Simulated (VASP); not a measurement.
Set up this calculation in VASP 6.6.1, as the native input.

| Item | Value |
| --- | --- |
| Task | single point |
| Functional | PBE |
| Potentials or basis | VASP PAW PBE potentials, release 64 (Co, Si) |
| Cutoff | 520 eV |
| k mesh | 10 × 10 × 8 |
| Occupations | gaussian, width 0.1 eV |
| Spin | no spin polarisation |
| Dipole correction | no |
| Further INCAR settings | ALGO = Normal; EDIFF = 1e-06; NBANDS = 26 |

The structure of CoSi2 lies in POSCAR:

```
CoSi2
1.0
    2.8005363160      2.8005363160      0.0000000000
   -2.8005363160      2.8005363160      0.0000000000
    0.0000000000      0.0000000000      5.1168455608
Co Si
2 4
Direct
    0.0000000000      0.0000000000      0.0000000000
    0.5000000000      0.5000000000      0.5000000000
    0.0000000000      0.5000000000      0.7500000000
    0.5000000000      0.0000000000      0.7500000000
    0.5000000000      0.0000000000      0.2500000000
    0.0000000000      0.5000000000      0.2500000000
```

This cell differs from its parent crystal: biaxial strain in the a-b plane: +4.5 %, then relaxed in part.

One way to write it, as run:

INCAR

```
PREC = Accurate ; ENCUT = 520
EDIFF = 1E-6 ; ISMEAR = 0
SIGMA = 0.1 ; LREAL = False
LASPH = True ; NELM = 60
ALGO = Normal ; ISIF = 2
LWAVE = False ; LCHARG = False
GGA = PE ; NBANDS = 26
```

KPOINTS

```
Automatic mesh
0
Gamma
  10 10 8
```

Potentials or basis: VASP PAW PBE potentials, release 64 (Co, Si).

The run is started by

```console
$ cat potpaw_PBE.64/Co/POTCAR potpaw_PBE.64/Si/POTCAR > POTCAR
$ mpirun -np 1 vasp_std > vasp.out
```

It gave:

| Property | Result |
| --- | --- |
| Pressure | -6.3 GPa |
| Band gap on the k mesh | zero (band 17 reaches 10.76 eV, above the bottom of band 18 at 8.33 eV) |

Caveat: the cell differs from its parent crystal (biaxial strain in the a-b plane: +4.5 %, then relaxed in part).

It took 3.4 min on 1 thread of Intel(R) Xeon(R) Platinum 8259CL CPU @ 2.50GHz (Skylake/Cascade Lake), with other jobs on the host, peak memory 0.31 GiB.
